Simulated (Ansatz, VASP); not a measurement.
Pt: VASP beside Ansatz

The input INCAR:

```
SYSTEM = Pt
PREC     = Accurate       ! precision mode
ENCUT    = 600            ! plane-wave cutoff, eV
EDIFF    = 1E-6           ! SCF threshold, eV
ISMEAR   = 0              ! smearing method
SIGMA    = 0.1            ! smearing width, eV
LREAL    = .False.        ! projectors in reciprocal space
LASPH    = .True.         ! aspherical terms in the spheres
NELM     = 100            ! most SCF steps
ALGO     = Fast           ! electronic algorithm
ISIF     = 3              ! what is computed and relaxed
LWAVE    = .False.        ! write WAVECAR
LCHARG   = .False.        ! write CHGCAR
GGA      = PE             ! functional
IBRION   = 2              ! ionic algorithm
NSW      = 100            ! ionic steps
EDIFFG   = -0.01          ! ionic threshold
```

File KPOINTS:

```
Automatic mesh
0
Gamma
  24 24 24
  0 0 0
```

Contents of POSCAR:

```
Pt
1.0
    1.3948723157      0.8053299070      2.3136108778
   -1.3948723157      0.8053299070      2.3136108778
    0.0000000000     -1.6106598139      2.3136108778
Pt
1
Direct
    0.0000000000      0.0000000000      0.0000000000
```

Input for Ansatz:

```yaml
crystal:
  lattice:
    - [1.3948723157, 0.805329907, 2.3136108778]
    - [-1.3948723157, 0.805329907, 2.3136108778]
    - [0.0, -1.6106598139, 2.3136108778]
  atoms:
    - { symbol: Pt, position: [0.0, 0.0, 0.0] }
basis:
  ecutwfc: 420
kpoints:
  mp_grid: { grid: [24, 24, 24] }
hamiltonian:
  xc: pbe
scf:
  occupations: { method: gaussian, width: 0.1 }
output:
  forces: true
  stress: true
  eigenvalues: true
relax:
  adjacent_minimum: "off"
  f_tol: 0.01
  max_steps: 80
  cell: { stress_tol: 0.05 }
```

Alike in both runs: task relaxation of cell and atoms; functional PBE; k mesh 24 × 24 × 24; occupations gaussian, width 0.1 eV; no spin polarisation.

```csv
,VASP,Ansatz
version,VASP 6.6.1,Ansatz 0.2.0
potentials or method,"VASP PAW PBE potentials, release 64 (Pt), cutoff 600 eV","scalar-relativistic, plane waves, PAW"
valence electrons in the cell,10,18
```

Ansatz gave:

| Item | Value |
| --- | --- |
| gap on the k mesh at the Fermi level, each at its own relaxed structure (eV) | none |
| relaxed volume (Å³/atom) | 15.64 |
| relaxed length of the cell vector where the two differ most in proportion (Å) | 2.807 |

Problem. Which values does VASP return?

Solution. gap on the k mesh at the Fermi level, each at its own relaxed structure (eV): none; relaxed volume (Å³/atom): 15.62; relaxed length of the cell vector where the two differ most in proportion (Å): 2.807.

A gap of «none» marks a metal or a gap that the smearing closes. VASP's potentials hold 10 valence electrons a cell and Ansatz's 18, so a difference there can come from the potentials and not from the codes.

Neither program's run includes spin-orbit coupling.
